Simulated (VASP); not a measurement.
AlN:

```
Al N
1.0
     0.00000    2.18399    2.18399
     2.18399    0.00000    2.18399
     2.18399    2.18399    0.00000
Al N
1 1
Direct
  0.00000 0.00000 0.00000
  0.75000 0.75000 0.75000
```

| Property | Result |
| --- | --- |
| Program | VASP 6.6.1 |
| Task | relaxation of volume and atoms at fixed shape |
| Functional | revpbe exchange, pbe correlation |
| Potentials or basis | VASP PAW PBE potentials, release 64 (Al, N) |
| Cutoff | 600 eV |
| k mesh | 7 × 7 × 7 |
| Occupations | fermi-dirac, width 0.02 eV |
| Spin | no spin polarisation |

At the start: pressure 7.0 GPa; volume 10.42 Å³/atom.

Question: How do energy, volume and symmetry change on relaxing?

Answer: Over 3 steps the energy falls by 7.8 meV/atom and the volume is 10.79 Å³/atom (+3.5 %); space group F-43m (No. 216, to 0.1 Å) before and after.

The path:
| step | energy change (eV) | largest force (eV/Å) | pressure (GPa) | volume (Å³) |
| --- | --- | --- | --- | --- |
| 1 | 0.0000 | 0.0000 | 7.00 | 20.83 |
| 2 | -0.0041 | 0.0000 | -5.38 | 22.24 |
| 3 | -0.0156 | 0.0000 | -0.02 | 21.57 |

Final structure:
```
CELL_PARAMETERS angstrom
0.00000 2.20950 2.20950
2.20950 0.00000 2.20950
2.20950 2.20950 0.00000
ATOMIC_POSITIONS crystal
Al 0.00000 0.00000 0.00000
N 0.75000 0.75000 0.75000
```

Caveat: the PAW data sets were made with another functional, which shifts forces and pressure a little.
